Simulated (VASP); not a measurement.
Wanted: the native input for a VASP 6.6.1 run.

| Item | Value |
| --- | --- |
| Task | single point |
| Functional | r2SCAN |
| Potentials or basis | VASP PAW PBE potentials, release 64 (Ga_d, O) |
| Cutoff | 520 eV |
| k mesh | 6 × 6 × 6 |
| Occupations | gaussian, width 0.05 eV |
| Spin | no spin polarisation |
| Dipole correction | no |
| Further INCAR settings | ALGO = Normal; EDIFF = 1e-06; NBANDS = 55 |

The system is Ga2O3.

```
Ga O
1.0
     2.49230    1.55655    4.51844
    -2.49230    1.55655    4.51844
     0.00000   -2.76025    4.40512
Ga O
4 6
Direct
  0.35540 0.35540 0.35540
  0.14460 0.14460 0.14460
  0.64460 0.64460 0.64460
  0.85540 0.85540 0.85540
  0.55363 0.94637 0.25000
  0.25000 0.55363 0.94637
  0.94637 0.25000 0.55363
  0.44637 0.05363 0.75000
  0.75000 0.44637 0.05363
  0.05363 0.75000 0.44637
```

This cell differs from its parent crystal: strain +0.0525 x Voigt [0, 0, 0, 1, 0, 0].

The input as run:

POSCAR

```
Ga2O3
1.0
    2.4923023535      1.5565489334      4.5184385660
   -2.4923023535      1.5565489334      4.5184385660
    0.0000000000     -2.7602453707      4.4051227155
Ga O
4 6
Direct
    0.3554023483      0.3554023483      0.3554023483
    0.1445976517      0.1445976517      0.1445976517
    0.6445976517      0.6445976517      0.6445976517
    0.8554023483      0.8554023483      0.8554023483
    0.5536262452      0.9463737548      0.2500000000
    0.2500000000      0.5536262452      0.9463737548
    0.9463737548      0.2500000000      0.5536262452
    0.4463737548      0.0536262452      0.7500000000
    0.7500000000      0.4463737548      0.0536262452
    0.0536262452      0.7500000000      0.4463737548
```

INCAR.step1

```
SYSTEM = Ga2O3
  PREC = Accurate
  ENCUT = 520
  ISMEAR = 0
  SIGMA = 0.05
  LREAL = .FALSE.
  LASPH = .TRUE.
  NELM = 60
  NBANDS = 55
  GGA = PE
  ALGO = Normal
  EDIFF = 1E-4
  LWAVE = .TRUE.
  LCHARG = .FALSE.
```

INCAR.step2

```
SYSTEM = Ga2O3
  PREC = Accurate
  ENCUT = 520
  EDIFF = 1E-6
  ISMEAR = 0
  SIGMA = 0.05
  LREAL = .FALSE.
  LASPH = .TRUE.
  NELM = 60
  ALGO = Normal
  ISIF = 2
  LWAVE = .FALSE.
  LCHARG = .TRUE.
  METAGGA = R2SCAN
  LMIXTAU = .TRUE.
  LELF = .TRUE.
  LVHAR = .TRUE.
  NBANDS = 55
  ISTART = 1
```

KPOINTS

```
regular mesh
0
G
  6 6 6
  0 0 0
```

Potentials or basis: VASP PAW PBE potentials, release 64 (Ga_d, O).

Run with:

```bash
$ cat potpaw_PBE.64/Ga_d/POTCAR potpaw_PBE.64/O/POTCAR > POTCAR
$ cp INCAR.step1 INCAR
$ mpirun -np 1 vasp_std > vasp.out
$ cp INCAR.step2 INCAR
$ mpirun -np 1 vasp_std > vasp.out
```

It gave:

```
Pressure               : 2.6 GPa
Largest force          : 0.395 eV/Å
Band gap on the k mesh : 3.50 eV (least direct gap 3.78 eV)
```

Caveat: the cell differs from its parent crystal (strain +0.0525 x Voigt [0, 0, 0, 1, 0, 0]); the PAW data sets were made with another functional, which shifts forces and pressure a little.

Run time: 11 min on 1 thread of Intel(R) Xeon(R) 6975P-C (Granite Rapids), on a shared host, peak memory 0.43 GiB.
